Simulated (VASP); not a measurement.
# NaH in VASP: notebook

NaH is run at these levels: PBE, PBEsol, LDA, r2SCAN; tasks: single point, relaxation of cell and atoms.

All numbers are computed with VASP 6.6.1; they aren't measurements. Logs are shortened: lines on timing, memory, paths and dates and some standing lists are left out, and cuts for length are marked.

## Step 1: The cell of the first run

The typed cell holds 4 atoms: a = 3.972 Å, b = 3.972 Å, c = 4.874 Å, α = 90.00°, β = 90.00°, γ = 120.00°.

## Step 2: Single point, PBE

The input, INCAR:

```
ALGO = Normal
EDIFF = 1E-7
ENCUT = 520
GGA = PE
ISIF = 2
ISMEAR = -1
LASPH = T
LCHARG = T
LELF = T
LREAL = F
LVHAR = T
LWAVE = F
NBANDS = 16
NELM = 100
PREC = Accurate
SIGMA = 0.02
```

The input, KPOINTS:

```
k-points
0
Gamma
  12 12 6
```

The input, POSCAR:

```
NaH
1.0
    3.9716510597      0.0000000000      0.0000000000
   -1.9858255298      3.4395507127      0.0000000000
    0.0000000000      0.0000000000      4.8740220360
Na H
2 2
Direct
    0.3333333333      0.6666666667     -0.0625143287
    0.6666666667      0.3333333333      0.4374856713
    0.3333333333      0.6666666667      0.4375143287
    0.6666666667      0.3333333333      0.9375143287
```

Potentials or basis: VASP PAW PBE potentials, release 64 (Na_pv, H).

Run with:

```sh
cat potpaw_PBE.64/Na_pv/POTCAR potpaw_PBE.64/H/POTCAR > POTCAR
mpirun -np 1 vasp_std > vasp.out
```

OUTCAR:

```text
EDIFF = 1E-7
   ENCUT = 520
   GGA = PE
   ISIF = 2
   ISMEAR = -1
   LASPH = T
   LREAL = F
   NELM = 100
   PREC = Accurate

 ion  position               nearest neighbor table
   1  0.333  0.667  0.937-
   2  0.667  0.333  0.437-
   3  0.333  0.667  0.438-
   4  0.667  0.333  0.938-

  LATTYP: Found a hexagonal cell.
 ALAT       =     3.9716510597
 C/A-ratio  =     1.2272029850

  Lattice vectors:

 A1 = (   3.9716510597,   0.0000000000,   0.0000000000)
 A2 = (  -1.9858255298,   3.4395507127,   0.0000000000)
 A3 = (   0.0000000000,   0.0000000000,   4.8740220360)

Analysis of symmetry for initial positions (statically):
=====================================================================
 Subroutine PRICEL returns:
 Original cell was already a primitive cell.

 Routine SETGRP: Setting up the symmetry group for a
 hexagonal supercell.

 Subroutine GETGRP returns: Found 12 space group operations
 (whereof  6 operations were pure point group operations)
 out of a pool of 24 trial point group operations.

The static configuration has the point symmetry C_3v.
 The point group associated with its full space group is C_6v.

Analysis of symmetry for dynamics (positions and initial velocities):
=====================================================================
 Subroutine PRICEL returns:
 Original cell was already a primitive cell.

 Routine SETGRP: Setting up the symmetry group for a
 hexagonal supercell.

 Subroutine GETGRP returns: Found 12 space group operations
 (whereof  6 operations were pure point group operations)
 out of a pool of 24 trial point group operations.

The dynamic configuration has the point symmetry C_3v.
 The point group associated with its full space group is C_6v.

 Subroutine INISYM returns: Found 12 space group operations
 (whereof  6 operations are pure point group operations),
 and found     1 'primitive' translations

----------------------------------------------------------------------------------------

                                     Primitive cell

  volume of cell :      66.5825

  direct lattice vectors                    reciprocal lattice vectors
     3.971651060  0.000000000  0.000000000     0.251784456  0.145367823  0.000000000
    -1.985825530  3.439550713  0.000000000     0.000000000  0.290735646  0.000000000
     0.000000000  0.000000000  4.874022036     0.000000000  0.000000000  0.205169364

  length of vectors
     3.971651060  3.971651060  4.874022036     0.290735646  0.290735646  0.205169364

  position of ions in fractional coordinates (direct lattice)
     0.333333333  0.666666667  0.937485671
     0.666666667  0.333333333  0.437485671
     0.333333333  0.666666667  0.437514329
     0.666666667  0.333333333  0.937514329

  ion indices of the primitive-cell ions
   primitive index   ion index
                 1           1
                 2           2
                 3           3
                 4           4

----------------------------------------------------------------------------------------

 KPOINTS: k-points

Automatic generation of k-mesh.
 Grid dimensions read from file:
 generate k-points for:   12   12    6

 Generating k-lattice:

  Cartesian coordinates                     Fractional coordinates (reciprocal lattice)
     0.020982038  0.012113985  0.000000000     0.083333333 -0.000000000  0.000000000
     0.000000000  0.024227971  0.000000000     0.000000000  0.083333333  0.000000000
     0.000000000  0.000000000  0.034194894     0.000000000  0.000000000  0.166666667

  Length of vectors
     0.024227971  0.024227971  0.034194894

  Shift w.r.t. Gamma in fractional coordinates (k-lattice)
     0.000000000  0.000000000  0.000000000

 Subroutine IBZKPT returns following result:
 ===========================================

 Found     76 irreducible k-points:

 Following reciprocal coordinates:
            Coordinates               Weight
  0.000000  0.000000  0.000000      1.000000
  0.083333 -0.000000  0.000000      6.000000
  0.166667 -0.000000  0.000000      6.000000
  0.250000 -0.000000  0.000000      6.000000
  0.333333 -0.000000  0.000000      6.000000
  0.416667 -0.000000  0.000000      6.000000
[... 16 lines left out ...]
  0.250000 -0.000000  0.166667     12.000000
  0.333333 -0.000000  0.166667     12.000000
 [... further k-points ...]
   k-points           NKPTS =     76   k-points in BZ     NKDIM =     76   number of bands    NBANDS=     16
   number of dos      NEDOS =    301   number of ions     NIONS =      4
   total plane-waves  NPLWV =  32400
   dimension x,y,z NGX =    30 NGY =   30 NGZ =   36
   dimension x,y,z NGXF=    60 NGYF=   60 NGZF=   72
   ions per type =               2   2
   NGX,Y,Z   is equivalent  to a cutoff of  12.56, 12.56, 12.28 a.u.
   NGXF,Y,Z  is equivalent  to a cutoff of  25.11, 25.11, 24.56 a.u.
 SYSTEM =  unknown system
   PREC   = accura    normal or accurate (medium, high low for compatibility)
   ISTART =      0    job   : 0-new  1-cont  2-samecut
   ICHARG =      2    charge: 1-file 2-atom 10-const
   ISPIN  =      1    spin polarized calculation?
   LNONCOLLINEAR =      F non collinear calculations
   LSORBIT =      F    spin-orbit coupling
   LASPH  =      T    aspherical Exc in radial PAW
   ENCUT  =  520.0 eV  38.22 Ry    6.18 a.u.   7.38  7.38  9.06*2*pi/ulx,y,z
   NELM   =    100;   NELMIN=  2; NELMDL= -5     # of ELM steps
   EDIFF  = 0.1E-06   stopping-criterion for ELM
   LREAL  =      F    real-space projection
   EDIFFG = 0.1E-05   stopping-criterion for IOM
   NSW    =      0    number of steps for IOM
   IBRION =     -1    ionic relax: 0-MD 1-quasi-New 2-CG
   NFREE  =      0    steps in history (QN), initial steepest desc. (CG)
   ISIF   =      2    stress and relaxation
   ISYM   =      2    0-nonsym 1-usesym 2-fastsym
   POTIM  = 0.5000    time-step for ionic-motion
   TEBEG  =    0.0;   TEEND  =   0.0 temperature during run
   PSTRESS=    0.0 pullay stress
   NELECT =      16.0000    total number of electrons
   NUPDOWN=      -1.0000    fix difference up-down
   EMIN   =  10.00;   EMAX   =-10.00  energy-range for DOS
   EFERMI =   0.00;   METHOD = LEGACY
   ISMEAR =    -1;   SIGMA  =   0.02  broadening in eV -4-tet -1-fermi 0-gaus
   EFERMI_NEDOS =   21; number of points for ismear=-14 and -15
   IALGO  =     38    algorithm
   IMIX   =      4    mixing-type and parameters
     AMIX     =   0.40;   BMIX     =  1.00
     AMIX_MAG =   1.60;   BMIX_MAG =  1.00
  volume/ion in A,a.u.               =      16.65       112.33
  Fermi-wavevector in a.u.,A,eV,Ry     =   1.017798  1.923358 14.094436  1.035912
  Thomas-Fermi vector in A             =   2.151219
   LORBIT       =      0    0 simple, 1 ext, 2 COOP (PROOUT), +10 PAW based schemes
   GGA     = PE    functional components
   LHFCALC =     F    Hartree Fock is set to
   AEXX    =    0.0000 exact exchange contribution
   IVDW    =     0    specifies the selected vdW correction
   LEPSILON=     F    determine dielectric tensor
   LRPA    =     F    only Hartree local field effects (RPA)
 non-spin polarized calculation
  energy-cutoff  :      520.00
  volume of cell :       66.58
 maximum number of plane-waves:      1816
 NGX is ok and might be reduce to    30
   NGX = 15   NGY = 15   NGZ = 19

 number of electron      16.0000021 magnetization

 Free energy of the ion-electron system (eV)
  ---------------------------------------------------
  ext. energy  EPLUGINS =         0.00000000
  ---------------------------------------------------
  free energy    TOTEN  =       -10.07480805 eV

  energy without entropy =      -10.07480805  energy(sigma->0) =      -10.07480805

 E-fermi :  -0.9534     XC(G=0):  -7.0461

 val. band max:       -1.4863272536   @ k =   0.1667  -0.0000   0.0000
 cond. band min:       1.8583653345   @ k =   0.3333   0.3333   0.0000
 fundamental gap:      3.3446925881
 Fermi energy:        -0.9533917664

 k-point     1 :       0.0000    0.0000    0.0000
  band No.  band energies     occupation
      1     -23.8044      2.00000
      2     -23.7666      2.00000
      3     -23.7666      2.00000
      4     -23.7404      2.00000
      5     -23.7404      2.00000
      6     -23.7232      2.00000
[... 8 lines left out ...]
     15       9.1259      0.00000
     16      13.8757      0.00000

 k-point     2 :       0.0833   -0.0000    0.0000
  band No.  band energies     occupation
      1     -23.8030      2.00000
      2     -23.7675      2.00000
      3     -23.7673      2.00000
      4     -23.7418      2.00000
      5     -23.7402      2.00000
      6     -23.7243      2.00000
[... 8 lines left out ...]
     15      10.4473      0.00000
     16      12.6996      0.00000

 k-point     3 :       0.1667   -0.0000    0.0000
  band No.  band energies     occupation
      1     -23.7991      2.00000
      2     -23.7702      2.00000
      3     -23.7692      2.00000
      4     -23.7457      2.00000
      5     -23.7398      2.00000
      6     -23.7275      2.00000
[... 8 lines left out ...]
     15      11.1671      0.00000
     16      11.7456      0.00000

 k-point     4 :       0.2500   -0.0000    0.0000
  band No.  band energies     occupation
      1     -23.7931      2.00000
      2     -23.7739      2.00000
      3     -23.7716      2.00000
      4     -23.7508      2.00000
      5     -23.7393      2.00000
      6     -23.7327      2.00000
[... 8 lines left out ...]
     15      11.2395      0.00000
     16      11.7493      0.00000
[... 324 lines left out ...]
 k-point    22 :       0.1667   -0.0000    0.1667
  band No.  band energies     occupation
      1     -23.7972      2.00000
      2     -23.7672      2.00000
      3     -23.7662      2.00000
      4     -23.7511      2.00000
      5     -23.7417      2.00000
      6     -23.7290      2.00000
[... 8 lines left out ...]
     15      10.5821      0.00000
     16      12.0270      0.00000

 k-point    23 :       0.2500   -0.0000    0.1667
  band No.  band energies     occupation
      1     -23.7954      2.00000
      2     -23.7694      2.00000
      3     -23.7669      2.00000
      4     -23.7583      2.00000
      5     -23.7415      2.00000
      6     -23.7308      2.00000
[... 8 lines left out ...]
     15      10.5834      0.00000
     16      12.1241      0.00000

 k-point    24 :       0.3333   -0.0000    0.1667
  band No.  band energies     occupation
      1     -23.7943      2.00000
      2     -23.7716      2.00000
      3     -23.7686      2.00000
      4     -23.7625      2.00000
      5     -23.7413      2.00000
      6     -23.7339      2.00000
[... 8 lines left out ...]
     15      10.3339      0.00000
     16      11.1355      0.00000

 [... further k-points ...]
[... 5 lines left out ...]
  --------------------------------------------------------------------------------------
  -------------------------------------------------------------------------------------
  Total       -0.0071035     -0.0071035     -0.0151715     -0.0000000     -0.0000000      0.0000000
  in kB       -0.1709327     -0.1709327     -0.3650719     -0.0000000     -0.0000000      0.0000000
  external PRESSURE =      -0.2356458 kB  Pullay stress =       0.0000000 kB

 VOLUME and BASIS-vectors are now :
 -----------------------------------------------------------------------------
  energy-cutoff  :      520.00
  volume of cell :       66.58
      direct lattice vectors                 reciprocal lattice vectors
     3.971651060  0.000000000  0.000000000     0.251784456  0.145367823  0.000000000
    -1.985825530  3.439550713  0.000000000     0.000000000  0.290735646  0.000000000
     0.000000000  0.000000000  4.874022036     0.000000000  0.000000000  0.205169364

 POSITION                                       TOTAL-FORCE (eV/Angst)
 -----------------------------------------------------------------------------------
     -0.00000      2.29303      4.56933        -0.000000      0.000000      0.000090
      1.98583      1.14652      2.13231         0.000000     -0.000000      0.000090
     -0.00000      2.29303      2.13245         0.000000      0.000000     -0.000090
      1.98583      1.14652      4.56947         0.000000      0.000000     -0.000090
 -----------------------------------------------------------------------------------
    total drift:                               -0.000000      0.000000     -0.000000

  FREE ENERGIE OF THE ION-ELECTRON SYSTEM (eV)
  ---------------------------------------------------
  free  energy   TOTEN  =       -10.0748080475 eV

  energy  without entropy=      -10.0748080475  energy(sigma->0) =      -10.07480805
```

It took 56 s on 1 thread of Intel Xeon Platinum 8488C (Sapphire Rapids), shared host; peak memory 0.21 GiB.

What came out:

| Quantity | Value |
| --- | --- |
| Free energy | -10.0748 eV |
| Pressure | 0.0 GPa |
| Band gap on the k mesh | 3.34 eV, indirect (least direct gap 4.11 eV) |

## Step 3: Relaxation of cell and atoms, PBEsol

The input, INCAR:

```
SYSTEM = NaH
PREC = Accurate
ENCUT = 600
EDIFF = 1E-7
ISMEAR = -1
SIGMA = 0.02
LREAL = .FALSE.
LASPH = .TRUE.
NELM = 80
ALGO = Normal
ISIF = 3
LWAVE = .FALSE.
LCHARG = .FALSE.
GGA = PS
IBRION = 2
NSW = 80
EDIFFG = -0.005
```

The input, KPOINTS:

```
regular mesh
0
G
  6 6 6
  0 0 0
```

POSCAR is that of step 2.

Potentials or basis: VASP PAW PBE potentials, release 64 (Na_pv, H).

Run with:

```sh
cat potpaw_PBE.64/Na_pv/POTCAR potpaw_PBE.64/H/POTCAR > POTCAR
mpirun -np 1 vasp_std > vasp.out
```

OUTCAR:

```text
SYSTEM = NaH
   PREC = Accurate
   ENCUT = 600
   EDIFF = 1E-7
   ISMEAR = -1
   LREAL = .FALSE.
   LASPH = .TRUE.
   NELM = 80
   ISIF = 3
   GGA = PS
   IBRION = 2
   NSW = 80
   EDIFFG = -0.005

 ion  position               nearest neighbor table
   1  0.333  0.667  0.937-
   2  0.667  0.333  0.437-
   3  0.333  0.667  0.438-
   4  0.667  0.333  0.938-

  LATTYP: Found a hexagonal cell.
 ALAT       =     3.9716510597
 C/A-ratio  =     1.2272029850

  Lattice vectors:

 A1 = (   3.9716510597,   0.0000000000,   0.0000000000)
 A2 = (  -1.9858255298,   3.4395507127,   0.0000000000)
 A3 = (   0.0000000000,   0.0000000000,   4.8740220360)

Analysis of symmetry for initial positions (statically):
=====================================================================
 Subroutine PRICEL returns:
 Original cell was already a primitive cell.

 Routine SETGRP: Setting up the symmetry group for a
 hexagonal supercell.

 Subroutine GETGRP returns: Found 12 space group operations
 (whereof  6 operations were pure point group operations)
 out of a pool of 24 trial point group operations.

The static configuration has the point symmetry C_3v.
[... 176 lines left out ...]
  Total       -0.1685707     -0.1685707     -0.1880307     -0.0000000      0.0000000      0.0000000
  in kB       -4.0563204     -4.0563204     -4.5245871     -0.0000000      0.0000000      0.0000000
  external PRESSURE =      -4.2124093 kB  Pullay stress =       0.0000000 kB
[... 101 lines left out ...]
--------------------------------------- Ionic step        4  -------------------------------------------

 number of electron      15.9999999 magnetization

 Free energy of the ion-electron system (eV)
  ---------------------------------------------------
  ext. energy  EPLUGINS =         0.00000000
  ---------------------------------------------------
  free energy    TOTEN  =       -10.02682558 eV

  energy without entropy =      -10.02682558  energy(sigma->0) =      -10.02682558

 E-fermi :  -0.9449     XC(G=0):  -7.2570

 val. band max:       -1.4020284344   @ k =   0.1667  -0.0000   0.0000
 cond. band min:       1.6860515176   @ k =   0.3333   0.3333   0.0000
 fundamental gap:      3.0880799520
 Fermi energy:        -0.9449142994

 k-point     1 :       0.0000    0.0000    0.0000
  band No.  band energies     occupation
      1     -23.6028      2.00000
      2     -23.5612      2.00000
      3     -23.5612      2.00000
      4     -23.5322      2.00000
      5     -23.5322      2.00000
      6     -23.5127      2.00000
      7      -4.8491      2.00000
      8      -1.4219      2.00000
      9       3.2643      0.00000
     10       6.4639      0.00000
     11       8.7877      0.00000
     12       8.7877      0.00000
[... 331 lines left out ...]
 k-point    24 :       0.3333   -0.0000    0.5000
  band No.  band energies     occupation
      1     -23.5921      2.00000
      2     -23.5921      2.00000
      3     -23.5499      2.00000
      4     -23.5499      2.00000
      5     -23.5277      2.00000
      6     -23.5277      2.00000
      7      -2.6540      2.00000
      8      -2.6540      2.00000
      9       3.1284      0.00000
     10       3.1284      0.00000
     11       7.3759      0.00000
     12       7.3759      0.00000

 [... further k-points ...]
[... 5 lines left out ...]
  --------------------------------------------------------------------------------------
  -------------------------------------------------------------------------------------
  Total       -0.0060800     -0.0060800     -0.0097286     -0.0000000     -0.0000000      0.0000000
  in kB       -0.1496700     -0.1496700     -0.2394851     -0.0000000     -0.0000000      0.0000000
  external PRESSURE =      -0.1796084 kB  Pullay stress =       0.0000000 kB
[... 19 lines left out ...]
  FREE ENERGIE OF THE ION-ELECTRON SYSTEM (eV)
  ---------------------------------------------------
  free  energy   TOTEN  =       -10.0268255775 eV

  energy  without entropy=      -10.0268255775  energy(sigma->0) =      -10.02682558

 reached required accuracy - stopping structural energy minimisation
```

OSZICAR:

```text
N       E                     dE             d eps       ncg     rms          rms(c)
DAV:   1     0.109048782112E+03    0.10905E+03   -0.93946E+03   672   0.150E+03
DAV:   2    -0.459683455865E+01   -0.11365E+03   -0.11035E+03   676   0.352E+02
DAV:   3    -0.108407346643E+02   -0.62439E+01   -0.62110E+01   828   0.932E+01
[... 31 lines left out ...]
DAV:   1    -0.100273749616E+02   -0.58030E-03   -0.17016E-02   776   0.280E+00    0.163E-01
DAV:   2    -0.100269684184E+02    0.40654E-03   -0.43081E-04   788   0.461E-01    0.834E-02
DAV:   3    -0.100268328160E+02    0.13560E-03   -0.20329E-04   788   0.302E-01    0.750E-03
DAV:   4    -0.100268256150E+02    0.72009E-05   -0.11307E-05   736   0.753E-02    0.889E-04
DAV:   5    -0.100268255775E+02    0.37518E-07   -0.14761E-07   344   0.681E-03
   4 F= -.10026826E+02 E0= -.10026826E+02  d E =-.200308E-02
```

CONTCAR:

```text
NaH
   1.00000000000000
     3.9427652322957232   -0.0000000000004199    0.0000000000000000
    -1.9713826160985890    3.4145348523580665    0.0000000000000000
     0.0000000000000000    0.0000000000000000    4.8344810116388297
  Na              H
     2     2
Direct
     0.3333333332999970    0.6666666667000030    0.9374889711543020
     0.6666666667000030    0.3333333332999970    0.4374889711543020
     0.3333333332999970    0.6666666667000030    0.4375110288456980
     0.6666666667000030    0.3333333332999970    0.9375110288456980

  0.00000000E+00  0.00000000E+00  0.00000000E+00
  0.00000000E+00  0.00000000E+00  0.00000000E+00
  0.00000000E+00  0.00000000E+00  0.00000000E+00
  0.00000000E+00  0.00000000E+00  0.00000000E+00
```

It took 43 s on 1 thread of Intel Xeon Platinum 8488C (Sapphire Rapids), shared host; peak memory 0.19 GiB.

What came out:

```
Free energy                            : -10.0268 eV
Relaxed volume                         : 16.27 Å³/atom
Relaxed cell                           : a = 3.943 Å, b = 3.943 Å, c = 4.834 Å, α = 90.00°, β = 90.00°, γ = 120.00°
Space group after relaxing (to 0.05 Å) : P6_3/mmc (No. 194)
Energy gained by relaxing              : 0.5 meV/atom
Ionic steps                            : 4
Pressure after relaxing                : 0.0 GPa
Band gap on the k mesh                 : 3.09 eV, indirect (least direct gap 4.02 eV)
```

The path:
| step | energy change (eV) | largest force (eV/Å) | pressure (GPa) | volume (Å³) |
| --- | --- | --- | --- | --- |
| 1 | 0.0000 | 0.0001 | -0.42 | 66.58 |
| 2 | -0.0010 | 0.0001 | -0.31 | 66.16 |
| 3 | -0.0020 | 0.0001 | 0.05 | 64.91 |
| 4 | -0.0020 | 0.0001 | -0.02 | 65.09 |

Final structure:
```
Na H
1.0
     3.94277    0.00000    0.00000
    -1.97138    3.41453    0.00000
     0.00000    0.00000    4.83448
Na H
2 2
Direct
  0.33333 0.66667 0.93749
  0.66667 0.33333 0.43749
  0.33333 0.66667 0.43751
  0.66667 0.33333 0.93751
```

Caveat: the PAW data sets were made with another functional, which shifts forces and pressure a little. A k mesh can miss the band edges.

(Part 1 of 2 ends here.)
